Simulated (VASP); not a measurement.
# Si8N in VASP: further runs, part 2 of 2

VASP 6.6.1. The steps go on from the part before.

**4. Single point, PBE+D3(BJ)**

INCAR reads:

```
  PREC = Accurate
  ENCUT = 520
  EDIFF = 1E-7
  ISMEAR = 0
  SIGMA = 0.05
  LREAL = Auto
  LASPH = T
  NELM = 60
  ALGO = Normal
  ISIF = 2
  LWAVE = F
  LCHARG = F
  LDIPOL = T
  IDIPOL = 3
  DIPOL = 0.5 0.5 0.298
  GGA = PE
  IVDW = 12
  NBANDS = 52
```

KPOINTS reads:

```
regular mesh
0
Gamma
  4 4 1
```

POSCAR reads:

```
Si8N
1.0
    7.6310340417      0.0000000000      0.0000000000
    0.0000000000      6.3129357835      0.0000000000
    0.0000000000      0.0000000000     23.0318711348
Si N
16 2
Direct
    0.0000000000      0.9369021389      0.1736723854
    0.5000000000      0.9369021389      0.1736723854
    0.0000000000      0.5630978611      0.1736723854
    0.5000000000      0.5630978611      0.1736723854
    0.2500000000      0.4369021389      0.2214950258
    0.7500000000      0.4369021389      0.2214950258
    0.2500000000      0.0630978611      0.2214950258
    0.7500000000      0.0630978611      0.2214950258
    0.2500000000      0.9332664455      0.3177235001
    0.7500000000      0.9332664455      0.3177235001
    0.2500000000      0.5667335545      0.3177235001
    0.7500000000      0.5667335545      0.3177235001
    0.0000000000      0.4266292811      0.3574121741
    0.5000000000      0.4266292811      0.3574121741
    0.0000000000      0.0733707189      0.3574121741
    0.5000000000      0.0733707189      0.3574121741
    0.1250000000      1.1766292811      0.5180591305
    0.1250000000      1.1766292811      0.5658190365
```

Potentials or basis: VASP PAW PBE potentials, release 64 (Si, N).

Command:

```console
cat potpaw_PBE.64/Si/POTCAR potpaw_PBE.64/N/POTCAR > POTCAR
mpirun -np 1 vasp_std > vasp.out
```

OUTCAR:

```text
PREC = Accurate
   ENCUT = 520
   EDIFF = 1E-7
   ISMEAR = 0
   LREAL = Auto
   LASPH = T
   NELM = 60
   ISIF = 2
   GGA = PE
   IVDW = 12
 IVDW          = 12

 ion  position               nearest neighbor table
   1  0.000  0.937  0.174-   7 2.34   8 2.34   3 2.36
   2  0.500  0.937  0.174-   7 2.34   8 2.34   4 2.36
   3  0.000  0.563  0.174-   5 2.34   6 2.34   1 2.36
   4  0.500  0.563  0.174-   5 2.34   6 2.34   2 2.36
   5  0.250  0.437  0.221-   3 2.34   4 2.34   7 2.36  11 2.36
   6  0.750  0.437  0.221-   3 2.34   4 2.34   8 2.36  12 2.36
   7  0.250  0.063  0.221-   1 2.34   2 2.34   5 2.36   9 2.36
   8  0.750  0.063  0.221-   1 2.34   2 2.34   6 2.36  10 2.36
   9  0.250  0.933  0.318-  15 2.29  16 2.29  11 2.31   7 2.36
  10  0.750  0.933  0.318-  15 2.29  16 2.29  12 2.31   8 2.36
  11  0.250  0.567  0.318-  13 2.29  14 2.29   9 2.31   5 2.36
  12  0.750  0.567  0.318-  13 2.29  14 2.29  10 2.31   6 2.36
  13  0.000  0.427  0.357-  15 2.23  12 2.29  11 2.29
  14  0.500  0.427  0.357-  16 2.23  12 2.29  11 2.29
  15  0.000  0.073  0.357-  13 2.23  10 2.29   9 2.29
  16  0.500  0.073  0.357-  14 2.23  10 2.29   9 2.29
  17  0.125  0.177  0.518-  18 1.10
  18  0.125  0.177  0.566-  17 1.10

[... 731 lines left out ...]
     48       1.9036      0.00000
     49       1.9167      0.00000
 [bands above 49 left out]

------------------------ aborting loop because EDIFF is reached ----------------------------------------

 vacuum level on the upper side and lower side of the slab       (xc-potential included)        -0.128         0.030

 Edisp (eV)   -4.24951

 E8    (eV) :    -1.8332

  FORCE on cell =-STRESS in cart. coord.  units (eV):
  Direction    XX          YY          ZZ          XY          YZ          ZX
  --------------------------------------------------------------------------------------
  -------------------------------------------------------------------------------------
  Total       3.61776    -2.06916    -1.01014    -0.00496    -0.01701     0.07805
  in kB       5.22404    -2.98787    -1.45864    -0.00716    -0.02456     0.11270
  external pressure =        0.26 kB  Pullay stress =        0.00 kB

 VOLUME and BASIS-vectors are now :
 -----------------------------------------------------------------------------
  energy-cutoff  :      520.00
  volume of cell :     1109.54
      direct lattice vectors                 reciprocal lattice vectors
     7.631034042  0.000000000  0.000000000     0.131043839  0.000000000  0.000000000
     0.000000000  6.312935784  0.000000000     0.000000000  0.158404906  0.000000000
     0.000000000  0.000000000 23.031871135     0.000000000  0.000000000  0.043418096

 POSITION                                       TOTAL-FORCE (eV/Angst)
 -----------------------------------------------------------------------------------
      0.00000      5.91460      4.00000        -0.000053     -0.775038      0.627850
      3.81552      5.91460      4.00000         0.000506     -0.771726      0.622986
      0.00000      3.55480      4.00000         0.000437      0.774758      0.628748
      3.81552      3.55480      4.00000        -0.001469      0.773448      0.629788
      1.90776      2.75814      5.10144         0.001630      0.012581     -0.593830
      5.72328      2.75814      5.10144        -0.002289      0.012187     -0.593701
[... 10 lines left out ...]
      0.95388      1.11505     11.93187         0.035114     -0.007862     -2.115769
      0.95388      1.11505     13.03187        -0.012433      0.002726      2.113845
 -----------------------------------------------------------------------------------
    total drift:                                0.000041     -0.000760      0.020245

  FREE ENERGIE OF THE ION-ELECTRON SYSTEM (eV)
  ---------------------------------------------------
  free  energy   TOTEN  =       -99.6485318637 eV

  energy  without entropy=      -99.6437263140  energy(sigma->0) =      -99.64612909

 vacuum level on the upper side and lower side of the slab         3.077         3.237
```

It took 35 min on 1 thread of Intel Xeon 8259CL, shared host; peak memory 1.1 GiB.

What came out:

- Free energy: -99.6485 eV
- Largest force: 2.116 eV/Å
- Band gap on the k mesh: zero (bands 37 and 38 overlap by 0.36 eV)
- Dispersion energy per atom: -0.236 eV

Forces in eV/Å, atoms in the order of the input:
```
Si   0.000 -0.775  0.628
Si   0.001 -0.772  0.623
Si   0.000  0.775  0.629
Si  -0.001  0.773  0.630
Si   0.002  0.013 -0.594
Si  -0.002  0.012 -0.594
Si  -0.001 -0.011 -0.592
Si  -0.001 -0.012 -0.592
Si  -0.003 -0.008  0.006
Si   0.004 -0.005 -0.002
Si  -0.005  0.003 -0.001
Si   0.007  0.002 -0.003
Si  -0.009 -0.053 -0.031
Si   0.000 -0.067 -0.026
Si  -0.010  0.062 -0.056
Si  -0.002  0.067 -0.022
N    0.035 -0.008 -2.116
N   -0.012  0.003  2.114
```

Caveat: the standard files for N, O and F lose accuracy on very short bonds.

**5. Summary**

```csv
cell,gap on the mesh (eV),largest force (eV/Å)
"as given, atomic positions A",none,2.14
"as given, atomic positions B",none,2.15
"as given, atomic positions C",none,2.12
```

Alike in all rows: task single point; level PBE+D3(BJ); potentials or basis VASP PAW PBE potentials, release 64 (Si, N); no spin polarisation; k mesh 4 × 4 × 1; cutoff (eV) 520; smearing gaussian 0.05 eV.

Caveats: the standard files for N, O and F lose accuracy on very short bonds.

Absolute energies hang on the potentials; compare differences alone.
